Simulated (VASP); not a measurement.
# TiN (Fm-3m) in VASP: notebook, part 2 of 2

VASP 6.6.1.

### Step 3. Single point, LDA

This run uses another cell than the first one, of 9.07 Å³/atom.

The input, INCAR:

```
PREC = Accurate
ENCUT = 520
EDIFF = 1E-7
ISMEAR = 0
SIGMA = 0.1
LREAL = F
LASPH = T
NELM = 100
ALGO = Normal
ISIF = 2
LWAVE = F
LCHARG = T
GGA = CA
LELF = T
LVHAR = T
NBANDS = 16
```

The input, KPOINTS:

```
Automatic mesh
0
Gamma
  18 18 18
```

The input, POSCAR:

```
TiN
1.0
    0.0000000000      2.0857261151      2.0857261151
    2.0857261151      0.0000000000      2.0857261151
    2.0857261151      2.0857261151      0.0000000000
Ti N
1 1
Direct
    0.0000000000      0.0000000000      0.0000000000
    0.5000000000      0.5000000000      0.5000000000
```

Potentials or basis: VASP PAW LDA potentials, release 64 (Ti_sv, N).

On the command line:

```
$ cat potpaw_LDA.64/Ti_sv/POTCAR potpaw_LDA.64/N/POTCAR > POTCAR
$ mpirun -np 1 vasp_std > vasp.out
```

OUTCAR:

```text
PREC = Accurate
   ENCUT = 520
   EDIFF = 1E-7
   ISMEAR = 0
   LREAL = F
   LASPH = T
   NELM = 100
   ISIF = 2
   GGA = CA

 ion  position               nearest neighbor table
   1  0.000  0.000  0.000-   2 2.09   2 2.09   2 2.09   2 2.09   2 2.09   2 2.09
   2  0.500  0.500  0.500-   1 2.09   1 2.09   1 2.09   1 2.09   1 2.09   1 2.09

  LATTYP: Found a face centered cubic cell.
 ALAT       =     4.1714522302

  Lattice vectors:

 A1 = (   0.0000000000,   2.0857261151,   2.0857261151)
 A2 = (   2.0857261151,   0.0000000000,   2.0857261151)
 A3 = (   2.0857261151,   2.0857261151,   0.0000000000)

Analysis of symmetry for initial positions (statically):
=====================================================================
 Subroutine PRICEL returns:
 Original cell was already a primitive cell.

 Routine SETGRP: Setting up the symmetry group for a
 face centered cubic supercell.

 Subroutine GETGRP returns: Found 48 space group operations
 (whereof 48 operations were pure point group operations)
 out of a pool of 48 trial point group operations.

[... 160 lines left out ...]

  energy without entropy =      -21.66978540  energy(sigma->0) =      -21.67170955

 E-fermi :  11.8629     XC(G=0): -13.6482

 val. band max:       11.8276701695   @ k =   0.5000   0.2222   0.0000
 cond. band min:      11.8701293768   @ k =   0.1111   0.0556   0.0000
 fundamental gap:      0.0424592073
 Fermi energy:        11.8629344396

 k-point     1 :       0.0000    0.0000    0.0000
  band No.  band energies     occupation
      1     -45.2040      2.00000
      2     -21.5190      2.00000
      3     -21.5190      2.00000
      4     -21.5190      2.00000
      5      -5.2646      2.00000
      6       9.8090      2.00000
[... 433 lines left out ...]
      3     -21.5779      2.00000
      4     -21.5403      2.00000
      5      -4.1115      2.00000
      6       6.2473      2.00000
[... 8 lines left out ...]
     15      25.2598      0.00000
     16      29.5075      0.00000

 [... further k-points ...]

------------------------ aborting loop because EDIFF is reached ----------------------------------------

  FORCE on cell =-STRESS in cart. coord.  units (eV):
  Direction    XX          YY          ZZ          XY          YZ          ZX
  --------------------------------------------------------------------------------------
  -------------------------------------------------------------------------------------
  Total        0.1255242      0.1255242      0.1255242      0.0000000      0.0000000     -0.0000000
  in kB       11.0824574     11.0824574     11.0824574      0.0000000      0.0000000     -0.0000000
  external PRESSURE =      11.0824574 kB  Pullay stress =       0.0000000 kB

 VOLUME and BASIS-vectors are now :
 -----------------------------------------------------------------------------
  energy-cutoff  :      520.00
  volume of cell :       18.15
      direct lattice vectors                 reciprocal lattice vectors
     0.000000000  2.085726115  2.085726115    -0.239724668  0.239724668  0.239724668
     2.085726115  0.000000000  2.085726115     0.239724668 -0.239724668  0.239724668
     2.085726115  2.085726115  0.000000000     0.239724668  0.239724668 -0.239724668

 POSITION                                       TOTAL-FORCE (eV/Angst)
 -----------------------------------------------------------------------------------
      0.00000      0.00000      0.00000         0.000000     -0.000000      0.000000
      2.08573      2.08573      2.08573        -0.000000      0.000000     -0.000000
 -----------------------------------------------------------------------------------
    total drift:                                0.000000     -0.000000     -0.000000

  FREE ENERGIE OF THE ION-ELECTRON SYSTEM (eV)
  ---------------------------------------------------
  free  energy   TOTEN  =       -21.6736336953 eV

  energy  without entropy=      -21.6697853963  energy(sigma->0) =      -21.67170955
```

stdout:

```text
POSCAR found type information on POSCAR TiN
 POSCAR found :  2 types and       2 ions
 scaLAPACK will be used
 LDA part: xc-table for (Slater(with rela. corr.)+CA(PZ))
 , standard interpolation
 POSCAR, INCAR and KPOINTS ok, starting setup
 FFT: planning ... GRIDC
 FFT: planning ... GRID_SOFT
 FFT: planning ... GRID
 WAVECAR not read
 entering main loop
```

Wall time 36 s (1 thread of Intel Xeon Platinum 8488C (Sapphire Rapids), shared host); peak memory 0.17 GiB.

Results:

| Quantity | Value |
| --- | --- |
| Free energy | -21.6736 eV |
| Pressure | 1.1 GPa |
| Band gap on the k mesh | zero (an odd number of electrons rules out a gap without spin polarisation) |

### Step 4. Relaxation of cell and atoms, LDA

This run uses another cell than the first one, of 9.08 Å³/atom.

The input, INCAR:

```
PREC = Accurate
ENCUT = 600
EDIFF = 1E-6
ISMEAR = 0
SIGMA = 0.1
LREAL = False
LASPH = True
NELM = 100
ALGO = Normal
ISIF = 3
LWAVE = False
LCHARG = False
GGA = CA
IBRION = 2
NSW = 100
EDIFFG = -0.005
```

KPOINTS is that of step 3.

The input, POSCAR:

```
TiN
1.0
    0.0000000000      2.0863455124      2.0863455124
    2.0863455124      0.0000000000      2.0863455124
    2.0863455124      2.0863455124      0.0000000000
Ti N
1 1
Direct
    0.0000000000      0.0000000000      0.0000000000
    0.5000000000      0.5000000000      0.5000000000
```

Potentials or basis: VASP PAW LDA potentials, release 64 (Ti_sv, N).

On the command line:

```
$ cat potpaw_LDA.64/Ti_sv/POTCAR potpaw_LDA.64/N/POTCAR > POTCAR
$ mpirun -np 1 vasp_std > vasp.out
```

OUTCAR:

```text
PREC = Accurate
   ENCUT = 600
   EDIFF = 1E-6
   ISMEAR = 0
   LREAL = False
   LASPH = True
   NELM = 100
   ISIF = 3
   GGA = CA
   IBRION = 2
   NSW = 100
   EDIFFG = -0.005

 ion  position               nearest neighbor table
   1  0.000  0.000  0.000-   2 2.09   2 2.09   2 2.09   2 2.09   2 2.09   2 2.09
   2  0.500  0.500  0.500-   1 2.09   1 2.09   1 2.09   1 2.09   1 2.09   1 2.09

  LATTYP: Found a face centered cubic cell.
 ALAT       =     4.1726910248

  Lattice vectors:

 A1 = (   0.0000000000,   2.0863455124,   2.0863455124)
 A2 = (   2.0863455124,   0.0000000000,   2.0863455124)
 A3 = (   2.0863455124,   2.0863455124,   0.0000000000)

Analysis of symmetry for initial positions (statically):
=====================================================================
 Subroutine PRICEL returns:
 Original cell was already a primitive cell.

 Routine SETGRP: Setting up the symmetry group for a
 face centered cubic supercell.

 Subroutine GETGRP returns: Found 48 space group operations
 (whereof 48 operations were pure point group operations)
 out of a pool of 48 trial point group operations.

The static configuration has the point symmetry O_h .

Analysis of symmetry for dynamics (positions and initial velocities):
=====================================================================
 Subroutine PRICEL returns:
 Original cell was already a primitive cell.

[... 231 lines left out ...]
  ---------------------------------------------------
  ext. energy  EPLUGINS =         0.00000000
  ---------------------------------------------------
  free energy    TOTEN  =       -21.67383110 eV

  energy without entropy =      -21.66996308  energy(sigma->0) =      -21.67189709

 E-fermi :  11.8170     XC(G=0): -13.6302

 val. band max:       11.7818601190   @ k =   0.5000   0.2222   0.0000
 cond. band min:      11.8240866209   @ k =   0.1111   0.0556   0.0000
 fundamental gap:      0.0422265018
 Fermi energy:        11.8170413375

 k-point     1 :       0.0000    0.0000    0.0000
  band No.  band energies     occupation
      1     -45.2537      2.00000
      2     -21.5721      2.00000
      3     -21.5721      2.00000
      4     -21.5721      2.00000
      5      -5.2905      2.00000
      6       9.7672      2.00000
      7       9.7672      2.00000
      8       9.7672      2.00000
      9      11.1377      2.00000
     10      11.1377      2.00000
     11      11.1377      2.00000
     12      12.4231      0.00000
[... 331 lines left out ...]
 k-point    24 :      -0.2222    0.0556    0.0000
  band No.  band energies     occupation
      1     -45.1918      2.00000
      2     -21.9592      2.00000
      3     -21.6304      2.00000
      4     -21.5934      2.00000
      5      -4.1441      2.00000
      6       6.2145      2.00000
      7       7.2388      2.00000
      8       7.5772      2.00000
      9      12.0551      0.00076
     10      12.2967      0.00000
     11      12.8187      0.00000
     12      14.9700      0.00000

 [... further k-points ...]

------------------------ aborting loop because EDIFF is reached ----------------------------------------

  FORCE on cell =-STRESS in cart. coord.  units (eV):
  Direction    XX          YY          ZZ          XY          YZ          ZX
  --------------------------------------------------------------------------------------
  -------------------------------------------------------------------------------------
  Total       -0.0023052     -0.0023052     -0.0023052      0.0000000     -0.0000000     -0.0000000
  in kB       -0.2028699     -0.2028699     -0.2028699      0.0000000     -0.0000000     -0.0000000
  external PRESSURE =      -0.2028699 kB  Pullay stress =       0.0000000 kB
[... 17 lines left out ...]
  FREE ENERGIE OF THE ION-ELECTRON SYSTEM (eV)
  ---------------------------------------------------
  free  energy   TOTEN  =       -21.6738310975 eV

  energy  without entropy=      -21.6699630755  energy(sigma->0) =      -21.67189709

 reached required accuracy - stopping structural energy minimisation
```

OSZICAR:

```text
N       E                     dE             d eps       ncg     rms          rms(c)
DAV:   1     0.148948175943E+03    0.14895E+03   -0.97021E+03  4688   0.187E+03
DAV:   2    -0.133555456737E+02   -0.16230E+03   -0.15569E+03  4872   0.440E+02
DAV:   3    -0.260276752931E+02   -0.12672E+02   -0.12397E+02  5620   0.118E+02
[... 26 lines left out ...]
DAV:   4    -0.216737765605E+02   -0.95943E-05   -0.39982E-04  5368   0.232E-01    0.300E-02
DAV:   5    -0.216738017988E+02   -0.25238E-04   -0.43248E-05  6728   0.646E-02    0.202E-02
DAV:   6    -0.216738188395E+02   -0.17041E-04   -0.17641E-05  5380   0.327E-02    0.187E-02
DAV:   7    -0.216738307714E+02   -0.11932E-04   -0.25804E-05  7472   0.468E-02    0.153E-03
DAV:   8    -0.216738310975E+02   -0.32608E-06   -0.83408E-07  3012   0.930E-03
   3 F= -.21673831E+02 E0= -.21671897E+02  d E =-.102941E-03
```

CONTCAR:

```text
TiN
   1.00000000000000
     0.0000000000000000    2.0879794212464220    2.0879794212464220
     2.0879794212464220    0.0000000000000000    2.0879794212464220
     2.0879794212464220    2.0879794212464220    0.0000000000000000
  Ti              N
     1     1
Direct
     0.0000000000000000    0.0000000000000000    0.0000000000000000
     0.5000000000000000    0.5000000000000000    0.5000000000000000

  0.00000000E+00  0.00000000E+00  0.00000000E+00
  0.00000000E+00  0.00000000E+00  0.00000000E+00
```

Run time: 52 s. Hardware: 1 thread of Intel Xeon Platinum 8488C (Sapphire Rapids), shared host; peak memory 0.17 GiB.

Results:

```
Free energy                           : -21.6738 eV
Relaxed volume                        : 9.10 Å³/atom
Relaxed cell                          : a = 2.953 Å, b = 2.953 Å, c = 2.953 Å, α = 60.00°, β = 60.00°, γ = 60.00°
Space group after relaxing (to 0.1 Å) : Fm-3m (No. 225)
Energy gained by relaxing             : 0.1 meV/atom
Ionic steps                           : 3
Pressure after relaxing               : 0.0 GPa
Band gap on the k mesh                : zero (an odd number of electrons rules out a gap without spin polarisation)
```

Step by step:
| step | energy change (eV) | largest force (eV/Å) | pressure (GPa) | volume (Å³) |
| --- | --- | --- | --- | --- |
| 1 | 0.0000 | 0.0000 | 0.73 | 18.16 |
| 2 | 0.0001 | 0.0000 | -1.07 | 18.27 |
| 3 | -0.0001 | 0.0000 | -0.02 | 18.21 |

Final structure:
```
CELL_PARAMETERS angstrom
0.00000 2.08798 2.08798
2.08798 0.00000 2.08798
2.08798 2.08798 0.00000
ATOMIC_POSITIONS crystal
Ti 0.00000 0.00000 0.00000
N 0.50000 0.50000 0.50000
```

Levels at points of the mesh, in eV from the Fermi level:
```
           k point  band 5  band 6  band 7  band 8  band 9  band 10  band 11  band 12
(0.00, 0.00, 0.00)  -17.11   -2.05   -2.05   -2.05   -0.68    -0.68    -0.68     0.61
(0.50, 0.00, 0.00)  -14.37   -8.34   -5.72   -5.72    1.82     1.82     2.56     6.14
(0.50, 0.50, 0.00)  -15.67   -5.86   -3.30   -3.24   -3.24     1.76     2.59     2.59
```

### Step 5. Summary

| task | spin | cell | k mesh | cutoff (eV) | gap on the mesh (eV) | pressure (GPa) |
| --- | --- | --- | --- | --- | --- | --- |
| single point | collinear | a = 2.999 Å, angles 60.0°, 2 atoms | 8 × 8 × 8 | 520 | none | -13.2 |
| single point | off | a = 2.950 Å, angles 60.0°, 2 atoms | 18 × 18 × 18 | 520 | none | 1.1 |
| relaxation of cell and atoms | off | relaxed from a = 2.951 Å, angles 60.0°, 2 atoms | 18 × 18 × 18 | 600 | none | 0.0 |

Alike in all rows: level LDA; potentials or basis VASP PAW LDA potentials, release 64 (Ti_sv, N); smearing gaussian 0.1 eV.

Caveats: the cell stands under tension (at least some runs).

Total energies depend on the potentials used, so only differences within one code and one set of settings carry meaning.
